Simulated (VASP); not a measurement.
# SnO (P4/nmm) in VASP: notebook, part 3 of 3

VASP 6.6.1.

## (5) Single point, r2SCAN (biaxial strain in the a-b plane: -4.0 %)

File POSCAR:

```
SnO
1.0
    3.6555286153      0.0000000000      0.0000000000
    0.0000000000      3.6555286153      0.0000000000
    0.0000000000      0.0000000000      5.0545932258
Sn O
2 2
Direct
    0.0000000000      0.5000000000      0.2325523355
    0.5000000000      0.0000000000      0.7674476645
    0.5000000000      0.5000000000      0.0000000000
    0.0000000000      0.0000000000      0.0000000000
```

File INCAR.step1:

```
SYSTEM = SnO
ALGO = Normal
EDIFF = 1E-4
ENCUT = 520
GGA = PE
ISMEAR = 0
LASPH = .TRUE.
LCHARG = .FALSE.
LREAL = .FALSE.
LWAVE = .TRUE.
NBANDS = 28
NELM = 60
PREC = Accurate
SIGMA = 0.01
```

File INCAR.step2:

```
SYSTEM = SnO
ALGO = Normal
EDIFF = 1E-7
ENCUT = 520
ISIF = 2
ISMEAR = 0
ISTART = 1
LASPH = .TRUE.
LCHARG = .FALSE.
LMIXTAU = .TRUE.
LREAL = .FALSE.
LWAVE = .FALSE.
METAGGA = R2SCAN
NBANDS = 28
NELM = 60
PREC = Accurate
SIGMA = 0.01
```

File KPOINTS:

```
k-points
0
G
  10 10 8
  0 0 0
```

Potentials or basis: VASP PAW PBE potentials, release 64 (Sn_d, O).

On the command line:

```bash
$ cat potpaw_PBE.64/Sn_d/POTCAR potpaw_PBE.64/O/POTCAR > POTCAR
$ cp INCAR.step1 INCAR
$ mpirun -np 1 vasp_std > vasp.out
$ cp INCAR.step2 INCAR
$ mpirun -np 1 vasp_std > vasp.out
```

OUTCAR:

```text
SYSTEM = SnO
   EDIFF = 1E-7
   ENCUT = 520
   ISIF = 2
   ISMEAR = 0
   ISTART = 1
   LASPH = .TRUE.
   LREAL = .FALSE.
   METAGGA = R2SCAN
   NELM = 60
   PREC = Accurate

 ion  position               nearest neighbor table
   1  0.000  0.500  0.233-   3 2.17   4 2.17   4 2.17   3 2.17   2 3.49   2 3.49   2 3.49   2 3.49
                             2 3.74   2 3.74   2 3.74   2 3.74
   2  0.500  0.000  0.767-   3 2.17   4 2.17   3 2.17   4 2.17   1 3.49   1 3.49   1 3.49   1 3.49
                             1 3.74   1 3.74   1 3.74   1 3.74
   3  0.500  0.500  0.000-   1 2.17   2 2.17   2 2.17   1 2.17
   4  0.000  0.000  0.000-   1 2.17   2 2.17   1 2.17   2 2.17

  LATTYP: Found a simple tetragonal cell.
 ALAT       =     3.6555286153
 C/A-ratio  =     1.3827256623

  Lattice vectors:

 A1 = (   3.6555286153,   0.0000000000,   0.0000000000)
 A2 = (   0.0000000000,   3.6555286153,   0.0000000000)
 A3 = (   0.0000000000,   0.0000000000,   5.0545932258)

Analysis of symmetry for initial positions (statically):
=====================================================================
 Subroutine PRICEL returns:
 Original cell was already a primitive cell.

 Routine SETGRP: Setting up the symmetry group for a
 simple tetragonal supercell.

 Subroutine GETGRP returns: Found 16 space group operations
 (whereof  8 operations were pure point group operations)
 out of a pool of 16 trial point group operations.

The static configuration has the point symmetry D_2d.
 The point group associated with its full space group is D_4h.

Analysis of symmetry for dynamics (positions and initial velocities):
=====================================================================
 Subroutine PRICEL returns:
 Original cell was already a primitive cell.

 Routine SETGRP: Setting up the symmetry group for a
 simple tetragonal supercell.
[... 120 lines left out ...]
   PSTRESS=    0.0 pullay stress
   NELECT =      40.0000    total number of electrons
   NUPDOWN=      -1.0000    fix difference up-down
   EMIN   =  10.00;   EMAX   =-10.00  energy-range for DOS
   EFERMI =   0.00;   METHOD = LEGACY
   ISMEAR =     0;   SIGMA  =   0.01  broadening in eV -4-tet -1-fermi 0-gaus
   EFERMI_NEDOS =   21; number of points for ismear=-14 and -15
   IALGO  =     38    algorithm
   IMIX   =      4    mixing-type and parameters
     AMIX     =   0.40;   BMIX     =  1.00
     AMIX_MAG =   1.60;   BMIX_MAG =  1.00
  volume/ion in A,a.u.               =      16.89       113.95
  Fermi-wavevector in a.u.,A,eV,Ry     =   1.374778  2.597954 25.715216  1.890015
  Thomas-Fermi vector in A             =   2.500174
   LORBIT       =      0    0 simple, 1 ext, 2 COOP (PROOUT), +10 PAW based schemes
   METAGGA = R2SCAN    functional components
   LHFCALC =     F    Hartree Fock is set to
   AEXX    =    0.0000 exact exchange contribution
   IVDW    =     0    specifies the selected vdW correction
   LEPSILON=     F    determine dielectric tensor
   LRPA    =     F    only Hartree local field effects (RPA)
 non-spin polarized calculation
 Gauss-broadening in eV      SIGMA  =   0.01
  energy-cutoff  :      520.00
  volume of cell :       67.54
 maximum number of plane-waves:      1860
 NGX is ok and might be reduce to    28
   NGX = 13   NGY = 13   NGZ = 19

 number of electron      39.9999978 magnetization

 Free energy of the ion-electron system (eV)
  ---------------------------------------------------
  ext. energy  EPLUGINS =         0.00000000
  ---------------------------------------------------
  free energy    TOTEN  =       -66.72669146 eV

  energy without entropy =      -66.72666872  energy(sigma->0) =      -66.72668009

 E-fermi :   7.9655     XC(G=0): -11.1070

 val. band max:        7.9606612422   @ k =   0.1000   0.0000   0.0000
 cond. band min:       8.0231644279   @ k =   0.0000   0.0000   0.0000
 fundamental gap:      0.0625031857
 Fermi energy:         7.9654667191

 k-point     1 :       0.0000    0.0000    0.0000
  band No.  band energies     occupation
      1     -15.4938      2.00000
      2     -14.8119      2.00000
      3     -14.7655      2.00000
      4     -14.7574      2.00000
      5     -14.7574      2.00000
      6     -14.6939      2.00000
[... 733 lines left out ...]
     27      15.6411      0.00000
     28      18.4996      0.00000

 [... further k-points ...]
[... 5 lines left out ...]
  --------------------------------------------------------------------------------------
  -------------------------------------------------------------------------------------
  Total        4.5396444      4.5396444      1.5072764      0.0000000     -0.0000000      0.0000000
  in kB      107.6826734    107.6826734     35.7533631      0.0000000     -0.0000000      0.0000000
  external PRESSURE =      83.7062366 kB  Pullay stress =       0.0000000 kB

 VOLUME and BASIS-vectors are now :
 -----------------------------------------------------------------------------
  energy-cutoff  :      520.00
  volume of cell :       67.54
      direct lattice vectors                 reciprocal lattice vectors
     3.655528615  0.000000000  0.000000000     0.273558247  0.000000000  0.000000000
     0.000000000  3.655528615  0.000000000     0.000000000  0.273558247  0.000000000
     0.000000000  0.000000000  5.054593226     0.000000000  0.000000000  0.197839857

 POSITION                                       TOTAL-FORCE (eV/Angst)
 -----------------------------------------------------------------------------------
      0.00000      1.82776      1.17546        -0.000000      0.000000      0.661129
      1.82776      0.00000      3.87914         0.000000     -0.000000     -0.661129
      1.82776      1.82776      0.00000        -0.000000     -0.000000      0.000000
      0.00000      0.00000      0.00000        -0.000000      0.000000      0.000000
 -----------------------------------------------------------------------------------
    total drift:                                0.000000      0.000000     -0.000000

  FREE ENERGIE OF THE ION-ELECTRON SYSTEM (eV)
  ---------------------------------------------------
  free  energy   TOTEN  =       -66.7266914569 eV

  energy  without entropy=      -66.7266687176  energy(sigma->0) =      -66.72668009
```

Run time: 6.9 min. Hardware: 1 thread of Intel Xeon 6975P-C, shared host; peak memory 0.3 GiB.

What came out:

```
Free energy            : -66.7267 eV
Pressure               : 8.4 GPa
Largest force          : 0.661 eV/Å
Band gap on the k mesh : zero (band 20 reaches 8.02 eV, above the bottom of band 21 at 7.95 eV)
```

Forces on the atoms (eV/Å):
```
Sn   0.000  0.000  0.661
Sn   0.000  0.000 -0.661
O    0.000  0.000  0.000
O    0.000  0.000  0.000
```

Stress tensor (GPa, compression positive):
```
10.77  0.00  0.00
 0.00 10.77  0.00
 0.00  0.00  3.58
```

Levels at points of the mesh, in eV from the Fermi level:
```csv
k point,band 18,band 19,band 20,band 21,band 22,band 23
"(0.00, 0.00, 0.00)",-3.90,-3.90,0.06,2.61,4.00,5.07
"(0.50, 0.00, 0.00)",-5.79,-3.46,-3.46,3.01,3.01,6.45
"(0.50, 0.50, 0.00)",-3.20,-2.41,-2.41,-0.02,-0.02,4.22
"(0.00, 0.00, 0.50)",-3.91,-3.50,-3.40,2.29,3.26,3.26
"(0.50, 0.00, 0.50)",-5.77,-2.47,-2.47,2.25,2.25,6.03
"(0.50, 0.50, 0.50)",-3.20,-3.03,-3.03,2.13,2.13,3.78
```

Caveat: the cell differs from its parent crystal (biaxial strain in the a-b plane: -4.0 %); the PAW data sets were made with another functional, which shifts forces and pressure a little; spin-orbit coupling is left out, which moves the levels of the heavy elements.

## (6) Single point, r2SCAN (biaxial strain in the a-b plane: -2.0 %)

File POSCAR:

```
SnO
1.0
    3.7316854615      0.0000000000      0.0000000000
    0.0000000000      3.7316854615      0.0000000000
    0.0000000000      0.0000000000      4.9953597114
Sn O
2 2
Direct
    0.0000000000      0.5000000000      0.2323921714
    0.5000000000      0.0000000000      0.7676078286
    0.5000000000      0.5000000000      0.0000000000
    0.0000000000      0.0000000000      0.0000000000
```

File INCAR.step1:

```
ALGO     = Normal         # electronic algorithm
EDIFF    = 1E-4           # SCF threshold, eV
ENCUT    = 520            # plane-wave cutoff, eV
GGA      = PE             # functional
ISMEAR   = 0              # smearing method
LASPH    = True           # aspherical terms in the spheres
LCHARG   = False          # write CHGCAR
LREAL    = False          # projectors in reciprocal space
LWAVE    = True           # write WAVECAR
NBANDS   = 28             # bands
NELM     = 100            # most SCF steps
PREC     = Accurate       # precision mode
SIGMA    = 0.01           # smearing width, eV
```

File INCAR.step2:

```
ALGO     = Normal         # electronic algorithm
EDIFF    = 1E-6           # SCF threshold, eV
ENCUT    = 520            # plane-wave cutoff, eV
ISIF     = 2              # what is computed and relaxed
ISMEAR   = 0              # smearing method
ISTART   = 1            
LASPH    = True           # aspherical terms in the spheres
LCHARG   = False          # write CHGCAR
LMIXTAU  = True         
LREAL    = False          # projectors in reciprocal space
LWAVE    = False          # write WAVECAR
METAGGA  = R2SCAN         # meta-GGA
NBANDS   = 28             # bands
NELM     = 100            # most SCF steps
PREC     = Accurate       # precision mode
SIGMA    = 0.01           # smearing width, eV
```

File KPOINTS:

```
k-points
0
Gamma
  10 10 8
```

Potentials or basis: VASP PAW PBE potentials, release 64 (Sn_d, O).

On the command line:

```bash
$ cat potpaw_PBE.64/Sn_d/POTCAR potpaw_PBE.64/O/POTCAR > POTCAR
$ cp INCAR.step1 INCAR
$ mpirun -np 1 vasp_std > vasp.out
$ cp INCAR.step2 INCAR
$ mpirun -np 1 vasp_std > vasp.out
```

Run time: 7.4 min. Hardware: 1 thread of Intel Xeon 6975P-C, shared host; peak memory 0.3 GiB.

Results (log left out):

```
Free energy            : -66.8560 eV
Pressure               : 4.2 GPa
Largest force          : 0.391 eV/Å
Band gap on the k mesh : 0.14 eV, indirect (least direct gap 2.41 eV)
```

Forces on the atoms (eV/Å):
```
Sn   0.000  0.000  0.391
Sn   0.000  0.000 -0.391
O    0.000  0.000  0.000
O    0.000  0.000  0.000
```

Stress tensor (GPa, compression positive):
```
5.37 0.00 0.00
0.00 5.37 0.00
0.00 0.00 1.93
```

Levels at points of the mesh, in eV from the valence-band top:
| k point | band 17 | band 18 | band 19 | band 20 | band 21 | band 22 | band 23 | band 24 |
| --- | --- | --- | --- | --- | --- | --- | --- | --- |
| (0.00, 0.00, 0.00) | -4.22 | -3.79 | -3.79 | 0.00 | 2.41 | 4.14 | 5.00 | 5.00 |
| (0.50, 0.00, 0.00) | -5.57 | -5.57 | -3.20 | -3.20 | 3.17 | 3.17 | 6.27 | 6.27 |
| (0.50, 0.50, 0.00) | -3.10 | -3.10 | -2.29 | -2.29 | 0.14 | 0.14 | 4.45 | 4.45 |
| (0.00, 0.00, 0.50) | -3.80 | -3.80 | -3.39 | -2.99 | 2.07 | 3.23 | 3.23 | 4.04 |
| (0.50, 0.00, 0.50) | -5.55 | -5.55 | -2.26 | -2.26 | 2.46 | 2.46 | 5.86 | 5.86 |
| (0.50, 0.50, 0.50) | -3.10 | -3.10 | -2.95 | -2.95 | 2.31 | 2.31 | 3.97 | 3.97 |

Caveat: the cell differs from its parent crystal (biaxial strain in the a-b plane: -2.0 %); the PAW data sets were made with another functional, which shifts forces and pressure a little; spin-orbit coupling is left out, which moves the levels of the heavy elements. A k mesh can miss the band edges.

## (7) Summary

```csv
cell,k mesh,smearing,gap on the mesh (eV),pressure (GPa),largest force (eV/Å)
"a = 3.581, b = 3.581, c = 4.122 Å, 4 atoms",12 × 12 × 10,gaussian 0.1 eV,none,26.1,0.16
"a = 3.674, b = 3.674, c = 4.309 Å, 4 atoms",12 × 12 × 10,gaussian 0.1 eV,none,12.9,0.16
"a = 3.579, b = 3.579, c = 5.114 Å, 4 atoms",10 × 10 × 8,gaussian 0.01 eV,none,14.5,1.28
"a = 3.656, b = 3.656, c = 5.055 Å, 4 atoms",10 × 10 × 8,gaussian 0.01 eV,none,8.4,0.66
"a = 3.732, b = 3.732, c = 4.995 Å, 4 atoms",10 × 10 × 8,gaussian 0.01 eV,0.14,4.2,0.39
```

Alike in all rows: task single point; level r2SCAN; potentials or basis VASP PAW PBE potentials, release 64 (Sn_d, O); no spin polarisation; cutoff (eV) 520.

Caveats: the PAW data sets were made with another functional, which shifts forces and pressure a little; spin-orbit coupling is left out, which moves the levels of the heavy elements.

Total energies depend on the potentials used, so only differences within one code and one set of settings carry meaning.
